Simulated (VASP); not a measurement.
# ZnSe (rocksalt type) (Fm-3m) in VASP: a series of runs, part 2 of 3

VASP 6.6.1. The steps go on from the part before.

**3. Single point, PBE (volume scaled by 0.64)**

File INCAR:

```
PREC = Accurate
ENCUT = 520
EDIFF = 1E-7
ISMEAR = -1
SIGMA = 0.1
LREAL = False
LASPH = True
NELM = 80
ALGO = Normal
ISIF = 2
LWAVE = False
LCHARG = True
GGA = PE
LELF = True
LVHAR = True
NBANDS = 16
```

File KPOINTS:

```
regular mesh
0
Gamma
  13 13 13
```

File POSCAR:

```
ZnSe
1.0
    0.0000000000      2.3128063018      2.3128063018
    2.3128063018      0.0000000000      2.3128063018
    2.3128063018      2.3128063018      0.0000000000
Zn Se
1 1
Direct
    0.0000000000      0.0000000000      0.0000000000
    0.5000000000      0.5000000000      0.5000000000
```

Potentials or basis: VASP PAW PBE potentials, release 64 (Zn, Se).

Run with:

```bash
cat potpaw_PBE.64/Zn/POTCAR potpaw_PBE.64/Se/POTCAR > POTCAR
mpirun -np 1 vasp_std > vasp.out
```

OUTCAR:

```text
PREC = Accurate
   ENCUT = 520
   EDIFF = 1E-7
   ISMEAR = -1
   LREAL = False
   LASPH = True
   NELM = 80
   ISIF = 2
   GGA = PE

 ion  position               nearest neighbor table
   1  0.000  0.000  0.000-   2 2.31   2 2.31   2 2.31   2 2.31   2 2.31   2 2.31
   2  0.500  0.500  0.500-   1 2.31   1 2.31   1 2.31   1 2.31   1 2.31   1 2.31

  LATTYP: Found a face centered cubic cell.
 ALAT       =     4.6256126036

  Lattice vectors:

 A1 = (   0.0000000000,   2.3128063018,   2.3128063018)
 A2 = (   2.3128063018,   0.0000000000,   2.3128063018)
 A3 = (   2.3128063018,   2.3128063018,   0.0000000000)

Analysis of symmetry for initial positions (statically):
=====================================================================
 Subroutine PRICEL returns:
 Original cell was already a primitive cell.

 Routine SETGRP: Setting up the symmetry group for a
 face centered cubic supercell.

 Subroutine GETGRP returns: Found 48 space group operations
 (whereof 48 operations were pure point group operations)
 out of a pool of 48 trial point group operations.

The static configuration has the point symmetry O_h .

Analysis of symmetry for dynamics (positions and initial velocities):
=====================================================================
 Subroutine PRICEL returns:
 Original cell was already a primitive cell.

 Routine SETGRP: Setting up the symmetry group for a
 face centered cubic supercell.

 Subroutine GETGRP returns: Found 48 space group operations
 (whereof 48 operations were pure point group operations)
 out of a pool of 48 trial point group operations.

The dynamic configuration has the point symmetry O_h .

 Subroutine INISYM returns: Found 48 space group operations
 (whereof 48 operations are pure point group operations),
 and found     1 'primitive' translations

----------------------------------------------------------------------------------------

                                     Primitive cell

  volume of cell :      24.7427

  direct lattice vectors                    reciprocal lattice vectors
     0.000000000  2.312806302  2.312806302    -0.216187581  0.216187581  0.216187581
     2.312806302  0.000000000  2.312806302     0.216187581 -0.216187581  0.216187581
     2.312806302  2.312806302  0.000000000     0.216187581  0.216187581 -0.216187581

  length of vectors
     3.270802039  3.270802039  3.270802039     0.374447874  0.374447874  0.374447874

  position of ions in fractional coordinates (direct lattice)
     0.000000000  0.000000000  0.000000000
     0.500000000  0.500000000  0.500000000

  ion indices of the primitive-cell ions
   primitive index   ion index
                 1           1
                 2           2

----------------------------------------------------------------------------------------

 KPOINTS: regular mesh

Automatic generation of k-mesh.
 Grid dimensions read from file:
 generate k-points for:   13   13   13

 Generating k-lattice:

  Cartesian coordinates                     Fractional coordinates (reciprocal lattice)
    -0.016629814  0.016629814  0.016629814     0.076923077  0.000000000  0.000000000
     0.016629814 -0.016629814  0.016629814     0.000000000  0.076923077  0.000000000
     0.016629814  0.016629814 -0.016629814     0.000000000  0.000000000  0.076923077

  Length of vectors
     0.028803683  0.028803683  0.028803683

  Shift w.r.t. Gamma in fractional coordinates (k-lattice)
     0.000000000  0.000000000  0.000000000

 Subroutine IBZKPT returns following result:
 ===========================================

 Found     84 irreducible k-points:

 Following reciprocal coordinates:
            Coordinates               Weight
  0.000000  0.000000  0.000000      1.000000
  0.076923  0.000000  0.000000      8.000000
  0.153846  0.000000  0.000000      8.000000
  0.230769  0.000000  0.000000      8.000000
  0.307692  0.000000  0.000000      8.000000
  0.384615  0.000000  0.000000      8.000000
[... 16 lines left out ...]
  0.384615  0.153846  0.000000     24.000000
  0.461538  0.153846  0.000000     24.000000
 [... further k-points ...]
   k-points           NKPTS =     84   k-points in BZ     NKDIM =     84   number of bands    NBANDS=     16
   number of dos      NEDOS =    301   number of ions     NIONS =      2
   total plane-waves  NPLWV =  13824
   dimension x,y,z NGX =    24 NGY =   24 NGZ =   24
   dimension x,y,z NGXF=    48 NGYF=   48 NGZF=   48
   ions per type =               1   1
   NGX,Y,Z   is equivalent  to a cutoff of  12.20, 12.20, 12.20 a.u.
   NGXF,Y,Z  is equivalent  to a cutoff of  24.40, 24.40, 24.40 a.u.
 SYSTEM =  unknown system
   PREC   = accura    normal or accurate (medium, high low for compatibility)
   ISTART =      0    job   : 0-new  1-cont  2-samecut
   ICHARG =      2    charge: 1-file 2-atom 10-const
   ISPIN  =      1    spin polarized calculation?
   LNONCOLLINEAR =      F non collinear calculations
   LSORBIT =      F    spin-orbit coupling
   LASPH  =      T    aspherical Exc in radial PAW
   ENCUT  =  520.0 eV  38.22 Ry    6.18 a.u.   6.08  6.08  6.08*2*pi/ulx,y,z
   NELM   =     80;   NELMIN=  2; NELMDL= -5     # of ELM steps
   EDIFF  = 0.1E-06   stopping-criterion for ELM
   LREAL  =      F    real-space projection
   EDIFFG = 0.1E-05   stopping-criterion for IOM
   NSW    =      0    number of steps for IOM
   IBRION =     -1    ionic relax: 0-MD 1-quasi-New 2-CG
   NFREE  =      0    steps in history (QN), initial steepest desc. (CG)
   ISIF   =      2    stress and relaxation
   ISYM   =      2    0-nonsym 1-usesym 2-fastsym
   POTIM  = 0.5000    time-step for ionic-motion
   TEBEG  =    0.0;   TEEND  =   0.0 temperature during run
   PSTRESS=    0.0 pullay stress
   NELECT =      18.0000    total number of electrons
   NUPDOWN=      -1.0000    fix difference up-down
   EMIN   =  10.00;   EMAX   =-10.00  energy-range for DOS
   EFERMI =   0.00;   METHOD = LEGACY
   ISMEAR =    -1;   SIGMA  =   0.10  broadening in eV -4-tet -1-fermi 0-gaus
   EFERMI_NEDOS =   21; number of points for ismear=-14 and -15
   IALGO  =     38    algorithm
   IMIX   =      4    mixing-type and parameters
     AMIX     =   0.40;   BMIX     =  1.00
     AMIX_MAG =   1.60;   BMIX_MAG =  1.00
  volume/ion in A,a.u.               =      12.37        83.49
  Fermi-wavevector in a.u.,A,eV,Ry     =   1.472368  2.782372 29.495633  2.167868
  Thomas-Fermi vector in A             =   2.587391
   LORBIT       =      0    0 simple, 1 ext, 2 COOP (PROOUT), +10 PAW based schemes
   GGA     = PE    functional components
   LHFCALC =     F    Hartree Fock is set to
   AEXX    =    0.0000 exact exchange contribution
   IVDW    =     0    specifies the selected vdW correction
   LEPSILON=     F    determine dielectric tensor
   LRPA    =     F    only Hartree local field effects (RPA)
 non-spin polarized calculation
  energy-cutoff  :      520.00
  volume of cell :       24.74
 maximum number of plane-waves:       680
   NGX = 13   NGY = 13   NGZ = 13

 number of electron      18.0000003 magnetization

 Free energy of the ion-electron system (eV)
  ---------------------------------------------------
  ext. energy  EPLUGINS =         0.00000000
  ---------------------------------------------------
  free energy    TOTEN  =        -2.85548389 eV

  energy without entropy =       -2.84263398  energy(sigma->0) =       -2.84905893

 E-fermi :   8.5855     XC(G=0): -12.6921

 val. band max:        8.5285465002   @ k =  -0.3846   0.0769   0.0000
 cond. band min:       8.6322952344   @ k =  -0.3077   0.0769   0.0000
 fundamental gap:      0.1037487342
 Fermi energy:         8.5854876015

 k-point     1 :       0.0000    0.0000    0.0000
  band No.  band energies     occupation
      1      -9.6902      2.00000
      2       0.1050      2.00000
      3       0.1050      2.00000
      4       0.1073      2.00000
      5       0.1073      2.00000
      6       0.1073      2.00000
[... 8 lines left out ...]
     15      20.5693      0.00000
     16      20.5693      0.00000

 k-point     2 :       0.0769    0.0000    0.0000
  band No.  band energies     occupation
      1      -9.5810      2.00000
      2       0.0620      2.00000
      3       0.0620      2.00000
      4       0.0814      2.00000
      5       0.1260      2.00000
      6       0.1260      2.00000
[... 8 lines left out ...]
     15      19.3241      0.00000
     16      19.8351      0.00000
[... 387 lines left out ...]
      5       0.3350      2.00000
      6       0.4235      2.00000
[... 8 lines left out ...]
     15      23.8166      0.00000
     16      23.8511      0.00000

 k-point    24 :       0.4615    0.1538    0.0000
  band No.  band energies     occupation
      1      -6.8413      2.00000
      2      -1.5966      2.00000
      3      -0.5070      2.00000
      4      -0.3877      2.00000
      5       0.4132      2.00000
      6       0.4650      2.00000
[... 8 lines left out ...]
     15      25.0740      0.00000
     16      25.5219      0.00000

 [... further k-points ...]
[... 5 lines left out ...]
  --------------------------------------------------------------------------------------
  -------------------------------------------------------------------------------------
  Total       13.7743908     13.7743908     13.7743908      0.0000000      0.0000000     -0.0000000
  in kB      891.9390954    891.9390954    891.9390954      0.0000000      0.0000000     -0.0000000
  external PRESSURE =     891.9390954 kB  Pullay stress =       0.0000000 kB

 VOLUME and BASIS-vectors are now :
 -----------------------------------------------------------------------------
  energy-cutoff  :      520.00
  volume of cell :       24.74
      direct lattice vectors                 reciprocal lattice vectors
     0.000000000  2.312806302  2.312806302    -0.216187581  0.216187581  0.216187581
     2.312806302  0.000000000  2.312806302     0.216187581 -0.216187581  0.216187581
     2.312806302  2.312806302  0.000000000     0.216187581  0.216187581 -0.216187581

 POSITION                                       TOTAL-FORCE (eV/Angst)
 -----------------------------------------------------------------------------------
      0.00000      0.00000      0.00000        -0.000000      0.000000     -0.000000
      2.31281      2.31281      2.31281         0.000000     -0.000000      0.000000
 -----------------------------------------------------------------------------------
    total drift:                                0.000000     -0.000000     -0.000000

  FREE ENERGIE OF THE ION-ELECTRON SYSTEM (eV)
  ---------------------------------------------------
  free  energy   TOTEN  =        -2.8554838907 eV

  energy  without entropy=       -2.8426339754  energy(sigma->0) =       -2.84905893
```

stdout:

```text
POSCAR found type information on POSCAR ZnSe
 POSCAR found :  2 types and       2 ions
 scaLAPACK will be used
 LDA part: xc-table for (Slater+PW92), standard interpolation
 POSCAR, INCAR and KPOINTS ok, starting setup
 FFT: planning ... GRIDC
 FFT: planning ... GRID_SOFT
 FFT: planning ... GRID
 WAVECAR not read
 entering main loop
```

Wall time 14 s (1 thread of Intel Xeon Platinum 8488C (Sapphire Rapids), shared host); peak memory 0.16 GiB.

Results:

```
Free energy            : -2.8555 eV
Pressure               : 89.2 GPa
Band gap on the k mesh : zero (band 9 reaches 8.72 eV, above the bottom of band 10 at 7.39 eV)
```

**4. Single point, PBE (volume scaled by 0.72)**

File INCAR:

```
ALGO     = Normal         # electronic algorithm
EDIFF    = 1E-7           # SCF threshold, eV
ENCUT    = 520            # plane-wave cutoff, eV
GGA      = PE             # functional
ISIF     = 2              # what is computed and relaxed
ISMEAR   = -1             # smearing method
LASPH    = T              # aspherical terms in the spheres
LCHARG   = T              # write CHGCAR
LELF     = T              # ELF
LREAL    = F              # projectors in reciprocal space
LVHAR    = T            
LWAVE    = F              # write WAVECAR
NBANDS   = 16             # bands
NELM     = 60             # most SCF steps
PREC     = Accurate       # precision mode
SIGMA    = 0.1            # smearing width, eV
```

File KPOINTS:

```
k-points
0
Gamma
  13 13 13
```

File POSCAR:

```
ZnSe
1.0
    0.0000000000      2.4054154871      2.4054154871
    2.4054154871      0.0000000000      2.4054154871
    2.4054154871      2.4054154871      0.0000000000
Zn Se
1 1
Direct
    0.0000000000      0.0000000000      0.0000000000
    0.5000000000      0.5000000000      0.5000000000
```

Run with:

```bash
cat potpaw_PBE.64/Zn/POTCAR potpaw_PBE.64/Se/POTCAR > POTCAR
mpirun -np 1 vasp_std > vasp.out
```

It took 29 s on 1 thread of Intel Xeon Platinum 8488C (Sapphire Rapids), shared host; peak memory 0.18 GiB.

The run converged. Its results:

```yaml
Free_energy: -4.1680 eV
Pressure: 50.2 GPa
Band_gap_on_the_k_mesh: zero (band 9 reaches 6.97 eV, above the bottom of band 10 at 5.75 eV)
```

Levels at points of the mesh, in eV from the Fermi level:
```tsv
k point	band 6	band 7	band 8	band 9	band 10	band 11	band 12	band 13
(0.00, 0.00, 0.00)	-7.76	-0.87	-0.87	-0.87	3.24	8.52	8.52	8.52
```

(Continued in part 3 of 3.)
